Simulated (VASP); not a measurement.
Wanted: the native input for a VASP 6.6.1 run.

* Task: single point
* Functional: LDA
* Potentials or basis: VASP PAW LDA potentials, release 64 (Be, Pd)
* Cutoff: 520 eV
* k mesh: 12 × 12 × 12
* Occupations: fermi-dirac, width 0.08 eV
* Spin: no spin polarisation
* Dipole correction: no
* Further INCAR settings: ALGO = Normal; EDIFF = 1e-07; NBANDS = 13

The structure of BePd lies in POSCAR:

```
BePd
1.0
    2.8500174030      0.0000000000      0.0000000000
    0.0000000000      2.8500174030      0.0000000000
    0.0000000000      0.0000000000      2.8500174030
Be Pd
1 1
Direct
    0.0000000000      0.0000000000      0.0000000000
    0.5000000000      0.5000000000      0.5000000000
```

This cell differs from its parent crystal: volume scaled by 1.04.

The input as run:

INCAR

```
PREC = Accurate ; ENCUT = 520
EDIFF = 1E-7 ; ISMEAR = -1
SIGMA = 0.08 ; LREAL = F
LASPH = T ; NELM = 60
ALGO = Normal ; ISIF = 2
LWAVE = F ; LCHARG = F
GGA = CA ; NBANDS = 13
```

KPOINTS

```
Automatic mesh
0
Gamma
  12 12 12
```

Potentials or basis: VASP PAW LDA potentials, release 64 (Be, Pd).

The run is started by

```console
$ cat potpaw_LDA.64/Be/POTCAR potpaw_LDA.64/Pd/POTCAR > POTCAR
$ mpirun -np 1 vasp_std > vasp.out
```

It gave:

| Property | Result |
| --- | --- |
| Pressure | -13.4 GPa |
| Band gap on the k mesh | zero (band 6 reaches 13.75 eV, above the bottom of band 7 at 7.86 eV) |

It took 8.4 s on 1 thread of Intel Xeon 6975P-C (shared host), peak memory 0.15 GiB.
